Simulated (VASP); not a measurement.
# CoO (R-3m) in VASP: single point with LDA

Aim: the single point of CoO with LDA.

All numbers are computed with VASP 6.6.1; they aren't measurements. Logs are shortened: lines on timing, memory, paths and dates and some standing lists are left out, and cuts for length are marked.

### 1 The cell of the first run

The structure is trigonal, space group R-3m (No. 166). Conventional cell: a = 2.996 Å, b = 2.996 Å, c = 6.485 Å, α = 90.00°, β = 90.00°, γ = 120.00°. Within 2.7 Å of Co (site symmetry -3m) lie 6 O at 2.04 Å. O (site symmetry -3m) has 6 Co at 2.04 Å within 2.7 Å.

### 2 Single point, LDA, collinear spin, ferromagnetic start

File INCAR:

```
SYSTEM = CoO
PREC     = Accurate       ! precision mode
ENCUT    = 520            ! plane-wave cutoff, eV
EDIFF    = 1E-6           ! SCF threshold, eV
ISMEAR   = 0              ! smearing method
SIGMA    = 0.1            ! smearing width, eV
LREAL    = .False.        ! projectors in reciprocal space
LASPH    = .True.         ! aspherical terms in the spheres
NELM     = 150            ! most SCF steps
ALGO     = Normal         ! electronic algorithm
ISIF     = 2              ! what is computed and relaxed
LWAVE    = .False.        ! write WAVECAR
LCHARG   = .False.        ! write CHGCAR
ISPIN    = 2              ! spin polarisation
MAGMOM   = 2.7 0.34       ! initial moments
LORBIT   = 11             ! projections on sites
LMAXMIX  = 4              ! l up to which the mixer works
GGA      = CA             ! functional
NBANDS   = 18             ! bands
```

File KPOINTS:

```
regular mesh
0
Gamma
  18 18 18
  0 0 0
```

File POSCAR:

```
CoO
1.0
    1.4981285242      0.8649449068      2.1617482947
   -1.4981285242      0.8649449068      2.1617482947
    0.0000000000     -1.7298898135      2.1617482947
Co O
1 1
Direct
    0.0000000000      0.0000000000      0.0000000000
    0.5000000000      0.5000000000      0.5000000000
```

Potentials or basis: VASP PAW LDA potentials, release 64 (Co, O).

Launch:

```bash
> cat potpaw_LDA.64/Co/POTCAR potpaw_LDA.64/O/POTCAR > POTCAR
> mpirun -np 1 vasp_std > vasp.out
```

OUTCAR:

```text
SYSTEM = CoO
   PREC = Accurate
   ENCUT = 520
   EDIFF = 1E-6
   ISMEAR = 0
   LREAL = .False.
   LASPH = .True.
   NELM = 150
   ISIF = 2
   ISPIN = 2
   LORBIT = 11
   GGA = CA

 ion  position               nearest neighbor table
   1  0.000  0.000  0.000-   2 2.04   2 2.04   2 2.04   2 2.04   2 2.04   2 2.04
   2  0.500  0.500  0.500-   1 2.04   1 2.04   1 2.04   1 2.04   1 2.04   1 2.04

  LATTYP: Found a trigonal (rhomboedric) cell.
 ALAT       =     2.7686954431
 COS(alpha) =     0.4144314143

  Lattice vectors:

 A1 = (   1.4981285242,   0.8649449068,   2.1617482947)
 A2 = (  -1.4981285242,   0.8649449068,   2.1617482947)
 A3 = (   0.0000000000,  -1.7298898135,   2.1617482947)

Analysis of symmetry for initial positions (statically):
=====================================================================
 Subroutine PRICEL returns:
 Original cell was already a primitive cell.

 Routine SETGRP: Setting up the symmetry group for a
 trigonal (rhombohedral) supercell.

 Subroutine GETGRP returns: Found 12 space group operations
 (whereof 12 operations were pure point group operations)
 out of a pool of 12 trial point group operations.

The static configuration has the point symmetry D_3d.

Analysis of symmetry for dynamics (positions and initial velocities):
=====================================================================
 Subroutine PRICEL returns:
 Original cell was already a primitive cell.

 Routine SETGRP: Setting up the symmetry group for a
 trigonal (rhombohedral) supercell.

 Subroutine GETGRP returns: Found 12 space group operations
 (whereof 12 operations were pure point group operations)
 out of a pool of 12 trial point group operations.

The dynamic configuration has the point symmetry D_3d.

Analysis of structural, dynamic, and magnetic symmetry:
=====================================================================
 Subroutine PRICEL returns:
 Original cell was already a primitive cell.

 Routine SETGRP: Setting up the symmetry group for a
 trigonal (rhombohedral) supercell.

 Subroutine GETGRP returns: Found 12 space group operations
 (whereof 12 operations were pure point group operations)
 out of a pool of 12 trial point group operations.

The overall configuration has the point symmetry D_3d.

 Subroutine INISYM returns: Found 12 space group operations
 (whereof 12 operations are pure point group operations),
 and found     1 'primitive' translations

----------------------------------------------------------------------------------------

                                     Primitive cell

  volume of cell :      16.8071

  direct lattice vectors                    reciprocal lattice vectors
     1.498128524  0.864944907  2.161748295     0.333749736  0.192690500  0.154196182
    -1.498128524  0.864944907  2.161748295    -0.333749736  0.192690500  0.154196182
     0.000000000 -1.729889814  2.161748295     0.000000000 -0.385381000  0.154196182

  length of vectors
     2.768695443  2.768695443  2.768695443     0.415084302  0.415084302  0.415084302

  position of ions in fractional coordinates (direct lattice)
     0.000000000  0.000000000  0.000000000
     0.500000000  0.500000000  0.500000000

  ion indices of the primitive-cell ions
   primitive index   ion index
                 1           1
                 2           2

----------------------------------------------------------------------------------------

 KPOINTS: regular mesh

Automatic generation of k-mesh.
 Grid dimensions read from file:
 generate k-points for:   18   18   18

 Generating k-lattice:

  Cartesian coordinates                     Fractional coordinates (reciprocal lattice)
     0.018541652  0.010705028  0.008566455     0.055555556  0.000000000  0.000000000
    -0.018541652  0.010705028  0.008566455     0.000000000  0.055555556  0.000000000
     0.000000000 -0.021410056  0.008566455    -0.000000000 -0.000000000  0.055555556

  Length of vectors
     0.023060239  0.023060239  0.023060239

  Shift w.r.t. Gamma in fractional coordinates (k-lattice)
     0.000000000  0.000000000  0.000000000

 Subroutine IBZKPT returns following result:
 ===========================================

 Found    580 irreducible k-points:

 Following reciprocal coordinates:
            Coordinates               Weight
  0.000000  0.000000  0.000000      1.000000
  0.055556 -0.000000  0.000000      6.000000
  0.111111 -0.000000  0.000000      6.000000
  0.166667 -0.000000 -0.000000      6.000000
  0.222222 -0.000000  0.000000      6.000000
  0.277778 -0.000000 -0.000000      6.000000
[... 16 lines left out ...]
 -0.277778  0.055556 -0.000000     12.000000
 -0.222222  0.055556 -0.000000     12.000000
 [... further k-points ...]
   k-points           NKPTS =    580   k-points in BZ     NKDIM =    580   number of bands    NBANDS=     18
   number of dos      NEDOS =    301   number of ions     NIONS =      2
   total plane-waves  NPLWV =  13824
   dimension x,y,z NGX =    24 NGY =   24 NGZ =   24
   dimension x,y,z NGXF=    48 NGYF=   48 NGZF=   48
   ions per type =               1   1
   NGX,Y,Z   is equivalent  to a cutoff of  14.41, 14.41, 14.41 a.u.
   NGXF,Y,Z  is equivalent  to a cutoff of  28.82, 28.82, 28.82 a.u.
 SYSTEM =  CoO
   PREC   = accura    normal or accurate (medium, high low for compatibility)
   ISTART =      0    job   : 0-new  1-cont  2-samecut
   ICHARG =      2    charge: 1-file 2-atom 10-const
   ISPIN  =      2    spin polarized calculation?
   LNONCOLLINEAR =      F non collinear calculations
   LSORBIT =      F    spin-orbit coupling
   LASPH  =      T    aspherical Exc in radial PAW
   ENCUT  =  520.0 eV  38.22 Ry    6.18 a.u.   5.15  5.15  5.15*2*pi/ulx,y,z
   NELM   =    150;   NELMIN=  2; NELMDL= -5     # of ELM steps
   EDIFF  = 0.1E-05   stopping-criterion for ELM
   LREAL  =      F    real-space projection
   EDIFFG = 0.1E-04   stopping-criterion for IOM
   NSW    =      0    number of steps for IOM
   IBRION =     -1    ionic relax: 0-MD 1-quasi-New 2-CG
   NFREE  =      0    steps in history (QN), initial steepest desc. (CG)
   ISIF   =      2    stress and relaxation
   ISYM   =      2    0-nonsym 1-usesym 2-fastsym
   POTIM  = 0.5000    time-step for ionic-motion
   TEBEG  =    0.0;   TEEND  =   0.0 temperature during run
   PSTRESS=    0.0 pullay stress
   NELECT =      15.0000    total number of electrons
   NUPDOWN=      -1.0000    fix difference up-down
   EMIN   =  10.00;   EMAX   =-10.00  energy-range for DOS
   EFERMI =   0.00;   METHOD = LEGACY
   ISMEAR =     0;   SIGMA  =   0.10  broadening in eV -4-tet -1-fermi 0-gaus
   EFERMI_NEDOS =   21; number of points for ismear=-14 and -15
   IALGO  =     38    algorithm
   IMIX   =      4    mixing-type and parameters
     AMIX     =   0.40;   BMIX     =  1.00
     AMIX_MAG =   1.60;   BMIX_MAG =  1.00
  volume/ion in A,a.u.               =       8.40        56.71
  Fermi-wavevector in a.u.,A,eV,Ry     =   1.576185  2.978558 33.801773  2.484360
  Thomas-Fermi vector in A             =   2.677057
   LORBIT       =     11    0 simple, 1 ext, 2 COOP (PROOUT), +10 PAW based schemes
   GGA     = CA    functional components
   LHFCALC =     F    Hartree Fock is set to
   AEXX    =    0.0000 exact exchange contribution
   IVDW    =     0    specifies the selected vdW correction
   LEPSILON=     F    determine dielectric tensor
   LRPA    =     F    only Hartree local field effects (RPA)
 spin polarized calculation
 Gauss-broadening in eV      SIGMA  =   0.10
  energy-cutoff  :      520.00
  volume of cell :       16.81
 maximum number of plane-waves:       477
 NGX is ok and might be reduce to    24
   NGX = 11   NGY = 11   NGZ = 11

 number of electron      14.9999999 magnetization       2.0193735

 Free energy of the ion-electron system (eV)
  ---------------------------------------------------
  ext. energy  EPLUGINS =         0.00000000
  ---------------------------------------------------
  free energy    TOTEN  =       -14.85522972 eV

  energy without entropy =      -14.83901019  energy(sigma->0) =      -14.84711995

 E-fermi :   9.6523     XC(G=0): -13.7121

 val. band max:        9.6511707607   @ k =   0.5000   0.4444   0.1111
 cond. band min:       9.6525090890   @ k =  -0.1667   0.3333   0.0556
 fundamental gap:      0.0013383282
 Fermi energy:         9.6522994967

 spin component 1

 k-point     1 :       0.0000    0.0000    0.0000
  band No.  band energies     occupation
      1     -11.7347      1.00000
      2       5.5386      1.00000
      3       5.5386      1.00000
      4       6.2894      1.00000
      5       6.4718      1.00000
      6       6.4718      1.00000
[... 10 lines left out ...]
     17      36.1242      0.00000
     18      36.6311      0.00000
[... 463 lines left out ...]
 k-point    24 :      -0.2222    0.0556   -0.0000
  band No.  band energies     occupation
      1     -11.0556      1.00000
      2       2.4419      1.00000
      3       3.7584      1.00000
      4       4.3165      1.00000
      5       7.0912      1.00000
      6       7.4026      1.00000
[... 10 lines left out ...]
     17      38.3108      0.00000
     18      39.4740      0.00000

 [... further k-points ...]

 spin component 2

 k-point     1 :       0.0000    0.0000    0.0000
  band No.  band energies     occupation
      1     -11.4302      1.00000
      2       5.8634      1.00000
      3       5.8634      1.00000
      4       6.6597      1.00000
      5       7.8640      1.00000
      6       7.8640      1.00000
[... 10 lines left out ...]
     17      36.7608      0.00000
     18      37.2441      0.00000
[... 463 lines left out ...]
 k-point    24 :      -0.2222    0.0556   -0.0000
  band No.  band energies     occupation
      1     -10.7458      1.00000
      2       2.8618      1.00000
      3       4.4451      1.00000
      4       5.0725      1.00000
      5       8.5276      1.00000
      6       8.8047      1.00000
[... 10 lines left out ...]
     17      38.7795      0.00000
     18      39.8859      0.00000

 [... further k-points ...]
[... 5 lines left out ...]
  --------------------------------------------------------------------------------------
  -------------------------------------------------------------------------------------
  Total       -0.2415637     -0.2415637     -0.1699375      0.0000000     -0.0000000      0.0000000
  in kB      -23.0275833    -23.0275833    -16.1996615      0.0000000     -0.0000000      0.0000000
  external PRESSURE =     -20.7516094 kB  Pullay stress =       0.0000000 kB

 VOLUME and BASIS-vectors are now :
 -----------------------------------------------------------------------------
  energy-cutoff  :      520.00
  volume of cell :       16.81
      direct lattice vectors                 reciprocal lattice vectors
     1.498128524  0.864944907  2.161748295     0.333749736  0.192690500  0.154196182
    -1.498128524  0.864944907  2.161748295    -0.333749736  0.192690500  0.154196182
     0.000000000 -1.729889814  2.161748295     0.000000000 -0.385381000  0.154196182

 POSITION                                       TOTAL-FORCE (eV/Angst)
 -----------------------------------------------------------------------------------
      0.00000      0.00000      0.00000        -0.000000     -0.000000      0.000000
      0.00000      0.00000      3.24262         0.000000      0.000000     -0.000000
 -----------------------------------------------------------------------------------
    total drift:                               -0.000000      0.000000     -0.000000

  FREE ENERGIE OF THE ION-ELECTRON SYSTEM (eV)
  ---------------------------------------------------
  free  energy   TOTEN  =       -14.8552297154 eV

  energy  without entropy=      -14.8390101911  energy(sigma->0) =      -14.84711995

 total charge

# of ion       s       p       d       tot
------------------------------------------
    1        0.337   0.452   7.343   8.132
    2        1.551   3.423   0.000   4.974
--------------------------------------------------
tot          1.888   3.875   7.343  13.106

 magnetization (x)

# of ion       s       p       d       tot
------------------------------------------
    1        0.018   0.016   1.780   1.813
    2        0.029   0.140   0.000   0.169
--------------------------------------------------
tot          0.046   0.156   1.780   1.982
```

It took 10 min on 1 thread of AMD EPYC 7R43 (Zen 3), shared host; peak memory 0.32 GiB.

What came out:

```
Free energy                                           : -14.8552 eV
Pressure                                              : -2.1 GPa
Net moment                                            : 2.02 μB per cell
Site moments                                          : Co +1.81; O +0.17 μB
Valence electrons inside the program's atomic spheres : Co 8.13; O 4.97
```

Stress tensor (GPa, compression positive):
```
-2.30  0.00  0.00
 0.00 -2.30  0.00
 0.00  0.00 -1.62
```

Caveat: a cell with one magnetic atom can't hold antiferromagnetic order, which such compounds often take; semilocal functionals often make such compounds metallic where correlation or magnetic order opens a gap, which also shifts bond lengths. With open d or f shells a metallic result of LDA can be an artefact of self-interaction; +U or a hybrid may open a gap.
